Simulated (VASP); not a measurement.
# FeO (R-3m) in VASP: further runs, part 2 of 2

VASP 6.6.1.

## (4) Relaxation of shape and atoms at fixed volume, PBEsol, collinear spin, ferromagnetic start (8.42 Å³/atom)

This run uses another cell than the first one, of 8.42 Å³/atom.

Contents of INCAR:

```
SYSTEM = FeO
  PREC = Accurate
  ENCUT = 600
  EDIFF = 1E-6
  ISMEAR = 0
  SIGMA = 0.1
  LREAL = .FALSE.
  LASPH = .TRUE.
  NELM = 150
  ALGO = Fast
  ISIF = 4
  LWAVE = .FALSE.
  LCHARG = .FALSE.
  ISPIN = 2
  MAGMOM = 3.76 0.37
  LORBIT = 11
  LMAXMIX = 4
  GGA = PS
  IBRION = 2
  NSW = 50
  EDIFFG = -0.01
```

Contents of KPOINTS:

```
regular mesh
0
G
  18 18 18
  0 0 0
```

Contents of POSCAR:

```
FeO
1.0
    1.4382274905      0.8303610288      2.3497315857
   -1.4382274905      0.8303610288      2.3497315857
    0.0000000000     -1.6607220576      2.3497315858
Fe O
1 1
Direct
    0.0000000000      0.0000000000      0.0000000000
    0.5000000000      0.5000000000      0.5000000000
```

Potentials or basis: VASP PAW PBE potentials, release 64 (Fe, O).

On the command line:

```sh
$ cat potpaw_PBE.64/Fe/POTCAR potpaw_PBE.64/O/POTCAR > POTCAR
$ mpirun -np 1 vasp_std > vasp.out
```

OUTCAR:

```text
SYSTEM = FeO
   PREC = Accurate
   ENCUT = 600
   EDIFF = 1E-6
   ISMEAR = 0
   LREAL = .FALSE.
   LASPH = .TRUE.
   NELM = 150
   ISIF = 4
   ISPIN = 2
   LORBIT = 11
   GGA = PS
   IBRION = 2
   NSW = 50
   EDIFFG = -0.01

 ion  position               nearest neighbor table
   1  0.000  0.000  0.000-   2 2.03   2 2.03   2 2.03   2 2.03   2 2.03   2 2.03
   2  0.500  0.500  0.500-   1 2.03   1 2.03   1 2.03   1 2.03   1 2.03   1 2.03

  LATTYP: Found a trigonal (rhomboedric) cell.
 ALAT       =     2.8773662050
 COS(alpha) =     0.5003166367

  Lattice vectors:

 A1 = (   1.4382274905,   0.8303610288,   2.3497315857)
 A2 = (  -1.4382274905,   0.8303610288,   2.3497315857)
 A3 = (   0.0000000000,  -1.6607220576,   2.3497315858)

Analysis of symmetry for initial positions (statically):
=====================================================================
 Subroutine PRICEL returns:
 Original cell was already a primitive cell.

 Routine SETGRP: Setting up the symmetry group for a
 trigonal (rhombohedral) supercell.

 Subroutine GETGRP returns: Found 12 space group operations
 (whereof 12 operations were pure point group operations)
 out of a pool of 12 trial point group operations.

The static configuration has the point symmetry D_3d.

Analysis of symmetry for dynamics (positions and initial velocities):
=====================================================================
 Subroutine PRICEL returns:
 Original cell was already a primitive cell.

 Routine SETGRP: Setting up the symmetry group for a
 trigonal (rhombohedral) supercell.

 Subroutine GETGRP returns: Found 12 space group operations
 (whereof 12 operations were pure point group operations)
 out of a pool of 12 trial point group operations.

The dynamic configuration has the point symmetry D_3d.

Analysis of structural, dynamic, and magnetic symmetry:
=====================================================================
 Subroutine PRICEL returns:
 Original cell was already a primitive cell.

 Routine SETGRP: Setting up the symmetry group for a
 trigonal (rhombohedral) supercell.

 Subroutine GETGRP returns: Found 12 space group operations
 (whereof 12 operations were pure point group operations)
 out of a pool of 12 trial point group operations.

The overall configuration has the point symmetry D_3d.

 Subroutine INISYM returns: Found 12 space group operations
 (whereof 12 operations are pure point group operations),
 and found     1 'primitive' translations

----------------------------------------------------------------------------------------

                                     Primitive cell

  volume of cell :      16.8370

  direct lattice vectors                    reciprocal lattice vectors
     1.438227491  0.830361029  2.349731586     0.347650148  0.200715907  0.141860175
    -1.438227491  0.830361029  2.349731586    -0.347650148  0.200715907  0.141860175
     0.000000000 -1.660722058  2.349731586     0.000000000 -0.401431813  0.141860175

  length of vectors
     2.877366205  2.877366205  2.877366205     0.425760273  0.425760273  0.425760273

  position of ions in fractional coordinates (direct lattice)
     0.000000000  0.000000000  0.000000000
     0.500000000  0.500000000  0.500000000

  ion indices of the primitive-cell ions
   primitive index   ion index
                 1           1
                 2           2

[... 92 lines left out ...]
  volume/ion in A,a.u.               =       8.42        56.81
  Fermi-wavevector in a.u.,A,eV,Ry     =   1.539440  2.909120 32.244123  2.369876
  Thomas-Fermi vector in A             =   2.645668
   LORBIT       =     11    0 simple, 1 ext, 2 COOP (PROOUT), +10 PAW based schemes
   GGA     = PS    functional components
   LHFCALC =     F    Hartree Fock is set to
   AEXX    =    0.0000 exact exchange contribution
   IVDW    =     0    specifies the selected vdW correction
   LEPSILON=     F    determine dielectric tensor
   LRPA    =     F    only Hartree local field effects (RPA)
 conjugate gradient relaxation of ions
 spin polarized calculation
 RMM-DIIS sequential band-by-band and
 Gauss-broadening in eV      SIGMA  =   0.10
  energy-cutoff  :      600.00
  volume of cell :       16.84
 maximum number of plane-waves:       588
   NGX = 11   NGY = 11   NGZ = 11

 number of electron      13.9999994 magnetization       3.6605638

 Free energy of the ion-electron system (eV)
  ---------------------------------------------------
  ext. energy  EPLUGINS =         0.00000000
  ---------------------------------------------------
  free energy    TOTEN  =       -15.65135273 eV

  energy without entropy =      -15.64292691  energy(sigma->0) =      -15.64713982

 E-fermi :   8.1125     XC(G=0): -13.4129

 val. band max:        8.1050043453   @ k =   0.3333   0.0000   0.0000
 cond. band min:       8.1168536599   @ k =   0.5000   0.5000   0.3889
 fundamental gap:      0.0118493146
 Fermi energy:         8.1125074203

 spin component 1

 k-point     1 :       0.0000    0.0000    0.0000
  band No.  band energies     occupation
      1     -14.2117      1.00000
      2       3.5340      1.00000
      3       3.5374      1.00000
      4       3.5374      1.00000
      5       4.1253      1.00000
      6       4.1282      1.00000
      7       4.1282      1.00000
      8       4.5053      1.00000
      9       4.5053      1.00000
     10       9.2256      0.00000
     11      23.9415      0.00000
     12      26.5550      0.00000
     13      26.5679      0.00000
[... 356 lines left out ...]
      2       0.1223      1.00000
      3       1.2597      1.00000
      4       1.5444      1.00000
      5       4.5966      1.00000
      6       4.7529      1.00000
      7       5.1606      1.00000
      8       6.5330      1.00000
      9       7.2786      1.00000
     10      11.8994      0.00000
     11      19.8371      0.00000
     12      23.7816      0.00000
     13      24.8424      0.00000

 [... further k-points ...]

 spin component 2

 k-point     1 :       0.0000    0.0000    0.0000
  band No.  band energies     occupation
      1     -13.6991      1.00000
      2       4.0782      1.00000
      3       4.0818      1.00000
      4       4.0818      1.00000
      5       6.9610      1.00000
      6       6.9644      1.00000
      7       6.9644      1.00000
      8       7.9937      0.95355
      9       7.9937      0.95355
     10       9.9802      0.00000
     11      24.0086      0.00000
     12      27.5701      0.00000
     13      27.5824      0.00000
[... 356 lines left out ...]
      2       0.9106      1.00000
      3       2.5456      1.00000
      4       2.6987      1.00000
      5       7.5629      1.00000
      6       7.5750      1.00000
      7       7.9608      0.98407
      8       9.3978      0.00000
      9      10.1225      0.00000
     10      12.6627      0.00000
     11      20.7378      0.00000
     12      24.7667      0.00000
     13      25.8808      0.00000

 [... further k-points ...]

------------------------ aborting loop because EDIFF is reached ----------------------------------------

  FORCE on cell =-STRESS in cart. coord.  units (eV):
  Direction    XX          YY          ZZ          XY          YZ          ZX
  --------------------------------------------------------------------------------------
  -------------------------------------------------------------------------------------
  Total        3.1400382      3.1400382      3.1398232      0.0000000     -0.0000000      0.0000000
  in kB      298.8005974    298.8005974    298.7801400      0.0000000     -0.0000000      0.0000000
  external PRESSURE =     298.7937783 kB  Pullay stress =       0.0000000 kB

 VOLUME and BASIS-vectors are now :
 -----------------------------------------------------------------------------
  energy-cutoff  :      600.00
  volume of cell :       16.84
      direct lattice vectors                 reciprocal lattice vectors
     1.438227491  0.830361029  2.349731586     0.347650148  0.200715907  0.141860175
    -1.438227491  0.830361029  2.349731586    -0.347650148  0.200715907  0.141860175
     0.000000000 -1.660722058  2.349731586     0.000000000 -0.401431813  0.141860175

 POSITION                                       TOTAL-FORCE (eV/Angst)
 -----------------------------------------------------------------------------------
      0.00000      0.00000      0.00000         0.000000     -0.000000     -0.000000
      0.00000      0.00000      3.52460         0.000000      0.000000      0.000000
 -----------------------------------------------------------------------------------
    total drift:                               -0.000000      0.000000     -0.000000

  FREE ENERGIE OF THE ION-ELECTRON SYSTEM (eV)
  ---------------------------------------------------
  free  energy   TOTEN  =       -15.6513527297 eV

  energy  without entropy=      -15.6429269103  energy(sigma->0) =      -15.64713982

 reached required accuracy - stopping structural energy minimisation

 total charge

# of ion       s       p       d       tot
------------------------------------------
    1        0.347   0.499   6.273   7.119
    2        1.553   3.498   0.000   5.051
--------------------------------------------------
tot          1.900   3.997   6.273  12.171

 magnetization (x)

# of ion       s       p       d       tot
------------------------------------------
    1        0.027   0.025   3.279   3.331
    2        0.036   0.227   0.000   0.262
--------------------------------------------------
tot          0.063   0.252   3.279   3.593
```

OSZICAR:

```text
N       E                     dE             d eps       ncg     rms          rms(c)
DAV:   1     0.828671863095E+02    0.82867E+02   -0.81004E+03 31671   0.148E+03
DAV:   2    -0.121823765080E+02   -0.95050E+02   -0.83187E+02 31851   0.276E+02
DAV:   3    -0.178692497160E+02   -0.56869E+01   -0.54931E+01 34370   0.769E+01
DAV:   4    -0.179248929549E+02   -0.55643E-01   -0.55597E-01 33145   0.741E+00
DAV:   5    -0.179253923853E+02   -0.49943E-03   -0.49942E-03 33898   0.744E-01    0.197E+01
RMM:   6    -0.160641473945E+02    0.18612E+01   -0.86703E+00 30464   0.361E+01    0.200E+01
RMM:   7    -0.156787398691E+02    0.38541E+00   -0.12241E+00 30250   0.165E+01    0.105E+01
RMM:   8    -0.156630756233E+02    0.15664E-01   -0.64758E-02 30585   0.228E+00    0.636E+00
RMM:   9    -0.156508146481E+02    0.12261E-01   -0.15732E-02 30613   0.129E+00    0.116E+00
RMM:  10    -0.156511296949E+02   -0.31505E-03   -0.26607E-03 31096   0.762E-01    0.284E-01
RMM:  11    -0.156513216670E+02   -0.19197E-03   -0.85405E-04 30768   0.402E-01    0.801E-02
RMM:  12    -0.156513434108E+02   -0.21744E-04   -0.16089E-04 30572   0.142E-01    0.348E-02
RMM:  13    -0.156513518143E+02   -0.84035E-05   -0.14664E-05 30288   0.540E-02    0.253E-02
RMM:  14    -0.156513527297E+02   -0.91544E-06   -0.54974E-06 27748   0.287E-02
   1 F= -.15651353E+02 E0= -.15647140E+02  d E =-.156514E+02  mag=     3.6597
```

CONTCAR:

```text
FeO
   1.00000000000000
     1.4382274905000001    0.8303610288000000    2.3497315856999998
    -1.4382274905000001    0.8303610288000000    2.3497315856999998
     0.0000000000000000   -1.6607220575999999    2.3497315857999999
  Fe              O
     1     1
Direct
     0.0000000000000000    0.0000000000000000    0.0000000000000000
     0.5000000000000000    0.5000000000000000    0.5000000000000000

  0.00000000E+00  0.00000000E+00  0.00000000E+00
  0.00000000E+00  0.00000000E+00  0.00000000E+00
```

Run time: 4.7 min. Hardware: 1 thread of Oxide Virtual Turin-like, shared host; peak memory 0.34 GiB.

The run converged, but its numbers aren't listed here, since they failed a check.

Caveat: the relaxation stopped at its first step, so nothing moved; the PAW data sets were made with another functional, which shifts forces and pressure a little; a cell with one magnetic atom can't hold antiferromagnetic order, which such compounds often take; semilocal functionals often make such compounds metallic where correlation or magnetic order opens a gap, which also shifts bond lengths.

## (5) Relaxation of shape and atoms at fixed volume, PBEsol, collinear spin, ferromagnetic start (8.71 Å³/atom)

This run uses another cell than the first one, of 8.71 Å³/atom.

Contents of INCAR:

```
PREC = Accurate
ENCUT = 600
EDIFF = 1E-6
ISMEAR = 0
SIGMA = 0.1
LREAL = F
LASPH = T
NELM = 150
ALGO = Fast
ISIF = 4
LWAVE = F
LCHARG = F
ISPIN = 2
MAGMOM = 3.76 0.37
LORBIT = 11
LMAXMIX = 4
GGA = PS
IBRION = 2
NSW = 50
EDIFFG = -0.01
```

Contents of KPOINTS:

```
regular mesh
0
Gamma
  18 18 18
```

Contents of POSCAR:

```
FeO
1.0
    1.4543887026      0.8396917090      2.3761352742
   -1.4543887026      0.8396917090      2.3761352742
    0.0000000000     -1.6793834179      2.3761352742
Fe O
1 1
Direct
    0.0000000000      0.0000000000      0.0000000000
    0.5000000000      0.5000000000      0.5000000000
```

Potentials or basis: VASP PAW PBE potentials, release 64 (Fe, O).

On the command line:

```sh
$ cat potpaw_PBE.64/Fe/POTCAR potpaw_PBE.64/O/POTCAR > POTCAR
$ mpirun -np 1 vasp_std > vasp.out
```

OUTCAR:

```text
PREC = Accurate
   ENCUT = 600
   EDIFF = 1E-6
   ISMEAR = 0
   LREAL = F
   LASPH = T
   NELM = 150
   ISIF = 4
   ISPIN = 2
   LORBIT = 11
   GGA = PS
   IBRION = 2
   NSW = 50
   EDIFFG = -0.01

 ion  position               nearest neighbor table
   1  0.000  0.000  0.000-   2 2.06   2 2.06   2 2.06   2 2.06   2 2.06   2 2.06
   2  0.500  0.500  0.500-   1 2.06   1 2.06   1 2.06   1 2.06   1 2.06   1 2.06

  LATTYP: Found a trigonal (rhomboedric) cell.
 ALAT       =     2.9096988686
 COS(alpha) =     0.5003166367

  Lattice vectors:

 A1 = (   1.4543887026,   0.8396917090,   2.3761352742)
 A2 = (  -1.4543887026,   0.8396917090,   2.3761352742)
 A3 = (   0.0000000000,  -1.6793834179,   2.3761352742)

Analysis of symmetry for initial positions (statically):
=====================================================================
 Subroutine PRICEL returns:
 Original cell was already a primitive cell.

[... 960 lines left out ...]
      9       9.6922      0.00000
     10      12.0547      0.00000
     11      20.1126      0.00000
     12      24.0284      0.00000
     13      25.1208      0.00000

 [... further k-points ...]

------------------------ aborting loop because EDIFF is reached ----------------------------------------

  FORCE on cell =-STRESS in cart. coord.  units (eV):
  Direction    XX          YY          ZZ          XY          YZ          ZX
  --------------------------------------------------------------------------------------
  -------------------------------------------------------------------------------------
  Total        2.3569128      2.3569128      2.3557886     -0.0000000      0.0000000     -0.0000000
  in kB      216.8859012    216.8859012    216.7824582     -0.0000000      0.0000000     -0.0000000
  external PRESSURE =     216.8514202 kB  Pullay stress =       0.0000000 kB

 VOLUME and BASIS-vectors are now :
 -----------------------------------------------------------------------------
  energy-cutoff  :      600.00
  volume of cell :       17.41
      direct lattice vectors                 reciprocal lattice vectors
     1.454388703  0.839691709  2.376135274     0.343787049  0.198485545  0.140283820
    -1.454388703  0.839691709  2.376135274    -0.343787049  0.198485545  0.140283820
     0.000000000 -1.679383418  2.376135274     0.000000000 -0.396971090  0.140283820

 POSITION                                       TOTAL-FORCE (eV/Angst)
 -----------------------------------------------------------------------------------
      0.00000      0.00000      0.00000        -0.000000     -0.000000     -0.000000
      0.00000      0.00000      3.56420         0.000000      0.000000      0.000000
 -----------------------------------------------------------------------------------
    total drift:                               -0.000000      0.000000     -0.000000

  FREE ENERGIE OF THE ION-ELECTRON SYSTEM (eV)
  ---------------------------------------------------
  free  energy   TOTEN  =       -15.7447147331 eV

  energy  without entropy=      -15.7358828632  energy(sigma->0) =      -15.74029880

 reached required accuracy - stopping structural energy minimisation

 total charge

# of ion       s       p       d       tot
------------------------------------------
    1        0.336   0.471   6.224   7.030
    2        1.551   3.486   0.000   5.037
--------------------------------------------------
tot          1.887   3.957   6.224  12.067

 magnetization (x)

# of ion       s       p       d       tot
------------------------------------------
    1        0.027   0.024   3.401   3.452
    2        0.035   0.253   0.000   0.288
--------------------------------------------------
tot          0.062   0.278   3.401   3.740
```

Run time: 9.7 min. Hardware: 1 thread of Oxide Virtual Turin-like, shared host; peak memory 0.34 GiB.

Results:

* Free energy: -15.7447 eV
* Pressure after relaxing: 21.7 GPa
* Net moment: 3.81 μB per cell
* Site moments: Fe +3.45; O +0.29 μB
* Valence electrons inside the program's atomic spheres: Fe 7.03; O 5.04

Final structure:
```xyz
2
Lattice="1.4544 0.8397 2.3761 -1.4544 0.8397 2.3761 0.0000 -1.6794 2.3761" Properties=species:S:1:pos:R:3 pbc="T T T"
Fe    0.0000    0.0000    0.0000
O     0.0000    0.0000    3.5642
```

Levels at points of the mesh, in eV from the Fermi level:
Spin up:
```tsv
k point	band 7	band 8	band 9	band 10	band 11	band 12
(0.00, 0.00, 0.00)	-3.98	-3.64	-3.64	0.88	15.72	18.12
(0.50, 0.00, 0.00)	-2.25	0.21	0.21	4.32	9.81	13.45
(0.50, 0.50, 0.00)	-2.52	-2.52	-2.31	6.31	9.58	11.45
(0.50, 0.50, 0.50)	-2.25	0.21	0.21	4.33	9.80	13.47
```
Spin down:
```tsv
k point	band 3	band 4	band 5	band 6	band 7	band 8
(0.00, 0.00, 0.00)	-3.81	-3.81	-1.03	-1.03	-1.03	-0.03
(0.50, 0.00, 0.00)	-6.15	-6.14	0.43	0.43	0.70	3.23
(0.50, 0.50, 0.00)	-5.16	-5.16	-2.80	0.66	0.88	0.88
(0.50, 0.50, 0.50)	-6.14	-6.14	0.43	0.43	0.70	3.23
```

Caveat: the relaxation stopped at its first step, so nothing moved; the PAW data sets were made with another functional, which shifts forces and pressure a little; a cell with one magnetic atom can't hold antiferromagnetic order, which such compounds often take; semilocal functionals often make such compounds metallic where correlation or magnetic order opens a gap, which also shifts bond lengths. With open d or f shells a metallic result of PBEsol can be an artefact of self-interaction; +U or a hybrid may open a gap.

## (6) The runs side by side

| task | cell | cutoff (eV) | gap on the mesh (eV) | pressure (GPa) | moment (μB) |
| --- | --- | --- | --- | --- | --- |
| single point | a = 3.062 Å, angles 60.0°, 2 atoms | 520 | none | -10.5 | 4.00 |
| single point | a = 3.100 Å, angles 60.0°, 2 atoms | 520 | none | -16.0 | 4.00 |
| relaxation of shape and atoms at fixed volume | relaxed from a = 2.910 Å, angles 60.0°, 2 atoms | 600 | none | 21.7 | 3.81 |

Alike in all rows: level PBEsol; potentials or basis VASP PAW PBE potentials, release 64 (Fe, O); spin collinear, ferromagnetic start; k mesh 18 × 18 × 18; smearing gaussian 0.1 eV.

Caveats: the PAW data sets were made with another functional, which shifts forces and pressure a little; a cell with one magnetic atom can't hold antiferromagnetic order, which such compounds often take; semilocal functionals often make such compounds metallic where correlation or magnetic order opens a gap, which also shifts bond lengths; the cell stands under tension (at least some runs); the relaxation stopped at its first step, so nothing moved (at least some runs).

Absolute energies hang on the potentials; compare differences alone.
